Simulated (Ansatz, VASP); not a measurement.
One calculation of Re2B, two programs

```
CELL_PARAMETERS angstrom
4.74544 0.00000 0.00000
0.00000 4.88993 0.00000
0.00000 0.00000 3.19405
ATOMIC_POSITIONS crystal
Re 0.22500 0.82500 0.50000
Re 0.72500 0.67500 0.00000
Re 0.77500 0.17500 0.50000
Re 0.27500 0.32500 0.00000
B 0.50000 0.50000 0.50000
B 0.00000 0.00000 0.00000
```

Alike in both runs: task relaxation of cell and atoms; functional PBE; k mesh 4 × 4 × 6; occupations gaussian, width 0.1 eV; no spin polarisation.

```csv
,VASP,Ansatz
version,VASP 6.6.1,Ansatz 0.2.0
potentials or method,"VASP PAW PBE potentials, release 64 (Re, B), cutoff 600 eV","scalar-relativistic, plane waves, PAW"
valence electrons in the cell,34,66
```

VASP gave:

```
gap on the k mesh at the Fermi level, each at its own relaxed structure (eV) : none
relaxed volume (Å³/atom)                                                     : 12.49
relaxed cell length with the largest relative difference (Å)                 : 3.073
```

**Question.** What did Ansatz give for the same quantities?

**Answer.** gap on the k mesh at the Fermi level, each at its own relaxed structure (eV): none; relaxed volume (Å³/atom): 12.44; relaxed cell length with the largest relative difference (Å): 3.065.

A gap of «none» marks a metal or a gap that the smearing closes. VASP's potentials hold 34 valence electrons a cell and Ansatz's 66, so a difference there can come from the potentials and not from the codes.

Neither program's run includes spin-orbit coupling.
